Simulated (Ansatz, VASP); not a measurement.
**Al in VASP and in Ansatz**

Contents of POSCAR:

```
Al
1.0
    1.9963396846      1.9963396846      0.0000000000
   -1.9963396846      1.9963396846      0.0000000000
    0.0000000000      0.0000000000      4.0525695597
Al
2
Direct
    0.0000000000      0.0000000000      0.0000000000
    0.5000000000      0.5000000000      0.5000000000
```

Contents of INCAR.step1:

```
PREC = Accurate
ENCUT = 520
ISMEAR = 0
SIGMA = 0.1
LREAL = False
LASPH = True
NELM = 80
NBANDS = 10
GGA = PE
ALGO = Normal
EDIFF = 1E-4
LWAVE = True
LCHARG = False
```

INCAR.step2

```
PREC = Accurate
ENCUT = 520
EDIFF = 1E-7
ISMEAR = 0
SIGMA = 0.1
LREAL = False
LASPH = True
NELM = 80
ALGO = Normal
ISIF = 2
LWAVE = False
LCHARG = True
METAGGA = R2SCAN
LMIXTAU = True
LELF = True
LVHAR = True
NBANDS = 10
ISTART = 1
```

The input KPOINTS:

```
Automatic mesh
0
Gamma
  18 18 14
```

Input for Ansatz:

```yaml
crystal:
  lattice:
    - [1.9963396846, 1.9963396846, 0.0]
    - [-1.9963396846, 1.9963396846, 0.0]
    - [0.0, 0.0, 4.0525695597]
  atoms:
    - { symbol: Al, position: [0.0, 0.0, 0.0] }
    - { symbol: Al, position: [0.5, 0.5, 0.5] }
basis:
  ecutwfc: 500
kpoints:
  mp_grid: { grid: [18, 18, 14] }
hamiltonian:
  xc: r2scan
scf:
  occupations: { method: gaussian, width: 0.1 }
output:
  forces: true
  stress: true
  eigenvalues: true
```

Change from the starting cell: strain along c alone, the other axes held, atoms relaxed: +1.5 %.

Alike in both runs: task single point; functional r2SCAN; k mesh 18 × 18 × 14; occupations gaussian, width 0.1 eV; no spin polarisation.

|  | VASP | Ansatz |
| --- | --- | --- |
| version | VASP 6.6.1 | Ansatz 0.2.0 |
| potentials or method | VASP PAW PBE potentials, release 64 (Al), cutoff 520 eV | scalar-relativistic, plane waves, PAW |
| valence electrons in the cell | 6 | 6 |

|  | VASP | Ansatz | Ansatz less VASP |
| --- | --- | --- | --- |
| gap on the k mesh at the Fermi level (eV) | none | none | - |
| pressure (GPa) | -1.6 | -1.3 | +0.31 |
| traceless stress, the component that is largest in VASP (GPa) | -0.76 | -0.76 | +0.003 |

VASP's potentials were made for PBE, not for r2SCAN. A gap of «none» marks a metal or a gap that the smearing closes. The functional is the same, so the differences come from potentials, cutoffs and numerics.
